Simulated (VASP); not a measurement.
Set up this calculation in VASP 6.6.1, as the native input.

```
Task                   : relaxation of cell and atoms
Functional             : PBE
Potentials or basis    : VASP PAW PBE potentials, release 64 (Si, B, N)
Cutoff                 : 600 eV
k mesh                 : 20 × 20 × 6
Occupations            : gaussian, width 0.1 eV
Spin                   : no spin polarisation
Dipole correction      : no
Further INCAR settings : ALGO = Normal; EDIFF = 1e-06; IBRION = 2; EDIFFG = -0.01; NSW = 100; ISIF = 3
```

The structure of Si2BN lies in POSCAR:

```
Si2BN
1.0
    2.3832518361      0.0000000000      0.0000000000
    0.0000000000      2.3832518361      0.0000000000
    0.0000000000      0.0000000000      8.5812983499
Si B N
2 1 1
Direct
    0.0000000000      0.0000000000      0.3600749907
    0.0000000000      0.0000000000      0.6399250093
    0.0000000000      0.0000000000      0.0000000000
    0.5000000000      0.5000000000      0.0000000000
```

The cell was generated, and may not be a known phase.

The input as run:

INCAR

```
ALGO = Normal
EDIFF = 1E-6
EDIFFG = -0.01
ENCUT = 600
GGA = PE
IBRION = 2
ISIF = 3
ISMEAR = 0
LASPH = True
LCHARG = False
LREAL = False
LWAVE = False
NELM = 100
NSW = 100
PREC = Accurate
SIGMA = 0.1
```

KPOINTS

```
k-points
0
Gamma
  20 20 6
```

Potentials or basis: VASP PAW PBE potentials, release 64 (Si, B, N).

Command:

```console
$ cat potpaw_PBE.64/Si/POTCAR potpaw_PBE.64/B/POTCAR potpaw_PBE.64/N/POTCAR > POTCAR
$ mpirun -np 1 vasp_std > vasp.out
```

Results of the run:

```
Relaxed volume                        : 12.06 Å³/atom
Relaxed cell                          : a = 2.384 Å, b = 2.384 Å, c = 8.489 Å, α = 90.00°, β = 90.00°, γ = 90.00°
Space group after relaxing (to 0.1 Å) : P4/mmm (No. 123)
Energy gained by relaxing             : 5.0 meV/atom
Ionic steps                           : 10
Pressure after relaxing               : 0.1 GPa
Largest force after relaxing          : 0.005 eV/Å
Band gap on the k mesh                : zero (bands 8 and 9 overlap by 3.38 eV)
```

Wall time 7.1 min on 1 thread of AMD EPYC 9R45 96-Core Processor (Zen 5) (shared host), peak memory 0.3 GiB.
